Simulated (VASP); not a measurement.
Wanted: the native input for a VASP 6.6.1 run.

* Task: electric field gradients
* Functional: PBE
* Potentials or basis: VASP PAW PBE potentials, release 64 (Bi_d)
* Cutoff: 520 eV
* k mesh: 9 × 9 × 3
* Occupations: fermi-dirac, width 0.03 eV
* Spin: no spin polarisation
* Dipole correction: no
* Further INCAR settings: ALGO = Normal; EDIFF = 1e-08; NBANDS = 22

The structure of Bi lies in POSCAR:

```
Bi
1.0
    4.5540801457      0.0000000000      0.0000000000
   -2.2770400729      3.9439490971      0.0000000000
    0.0000000000      0.0000000000     11.8682992920
Bi
2
Direct
    0.3333333333      0.6666666667      0.2500000000
    0.6666666667      0.3333333333      0.7500000000
```

This isn't the form of Bi at room conditions, which is rhombohedral.

One way to write it, as run:

INCAR

```
PREC     = Accurate       # precision mode
ENCUT    = 520            # plane-wave cutoff, eV
EDIFF    = 1E-8           # SCF threshold, eV
ISMEAR   = -1             # smearing method
SIGMA    = 0.03           # smearing width, eV
LREAL    = False          # projectors in reciprocal space
LASPH    = True           # aspherical terms in the spheres
NELM     = 100            # most SCF steps
ALGO     = Normal         # electronic algorithm
ISIF     = 2              # what is computed and relaxed
LWAVE    = False          # write WAVECAR
LCHARG   = False          # write CHGCAR
GGA      = PE             # functional
LEFG     = True         
NBANDS   = 22             # bands
```

KPOINTS

```
Automatic mesh
0
Gamma
  9 9 3
```

Potentials or basis: VASP PAW PBE potentials, release 64 (Bi_d).

Run with:

```console
$ cat potpaw_PBE.64/Bi_d/POTCAR > POTCAR
$ mpirun -np 1 vasp_std > vasp.out
```

Results of the run:

| Property | Result |
| --- | --- |
| Pressure | -3.2 GPa |
| Band gap on the k mesh | zero (bands 15 and 16 overlap by 2.09 eV) |
| Largest electric field gradient by atom | Bi -136.0 V/Å² |

Caveat: the cell stands under tension; without QUAD_EFG the Cq values of the log hold for a quadrupole moment of 1 mb, not for the nuclei; spin-orbit coupling is left out, which moves the levels of the heavy elements.

Wall time 2.8 min on 1 thread of Intel(R) Xeon(R) Platinum 8175M CPU @ 2.50GHz (Skylake/Cascade Lake), with other jobs on the host, peak memory 0.36 GiB.
